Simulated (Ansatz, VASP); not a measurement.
# One calculation of Be, two programs

The input INCAR:

```
PREC = Accurate
ENCUT = 520
EDIFF = 1E-8
ISMEAR = -1
SIGMA = 0.05
LREAL = False
LASPH = True
NELM = 80
ALGO = Normal
ISIF = 2
LWAVE = False
LCHARG = False
GGA = PS
LEFG = True
NBANDS = 12
```

File KPOINTS:

```
regular mesh
0
Gamma
  9 9 14
```

File POSCAR:

```
Be
1.0
    3.7468140000      0.0374681400      0.0374681400
    0.0374681400      3.7468140000      0.0374681400
    0.0228128000      0.0228128000      2.2812800000
Be
4
Direct
    0.2974080000      0.2974080000      0.0000000000
    0.7025920000      0.7025920000      0.0000000000
    0.2025920000      0.7974080000      0.5000000000
    0.7974080000      0.2025920000      0.5000000000
```

Input for Ansatz:

```yaml
crystal:
  lattice:
    - [3.746814, 0.03746814, 0.03746814]
    - [0.03746814, 3.746814, 0.03746814]
    - [0.0228128, 0.0228128, 2.28128]
  atoms:
    - { symbol: Be, position: [0.297408, 0.297408, 0.0] }
    - { symbol: Be, position: [0.702592, 0.702592, 0.0] }
    - { symbol: Be, position: [0.202592, 0.797408, 0.5] }
    - { symbol: Be, position: [0.797408, 0.202592, 0.5] }
kpoints:
  mp_grid: { grid: [9, 9, 14] }
scf:
  occupations: { method: fermi_dirac, width: 0.05 }
hamiltonian:
  xc: pbesol
  pseudopotentials: { kind: all_electron, datasets: crystal }
output:
  forces: true
  stress: true
  eigenvalues: true
  efg: { contact_densities: true }
```

Change from the starting cell: equal xy, yz and zx shear strains of +2 %, crystal datasets.

Alike in both runs: task electric field gradients; functional PBEsol; k mesh 9 × 9 × 14; occupations fermi-dirac, width 0.05 eV; no spin polarisation.

```csv
,VASP,Ansatz
version,VASP 6.6.1,Ansatz 0.2.0
potentials or method,"VASP PAW PBE potentials, release 64 (Be), cutoff 520 eV","all-electron PAW with datasets made for the crystal, scalar-relativistic"
```

|  | VASP | Ansatz | Ansatz less VASP |
| --- | --- | --- | --- |
| pressure (GPa) | -0.6 | -1.1 | -0.45 |
| traceless stress, the component that is largest in VASP (GPa) | -3.43 | -3.42 | +0.007 |
| rms of the force components (eV/Å) | 0.025 | 0.024 | -0.0003 |
| size of Vzz on the site where it differs most (V/Å²) | 1.6 | 1.2 | -0.30 |

VASP's potentials were made for PBE, not for PBEsol. Atom by atom the forces differ by 0.002 eV/Å (rms over components). Ansatz ran all-electron here, and VASP with PAW potentials.
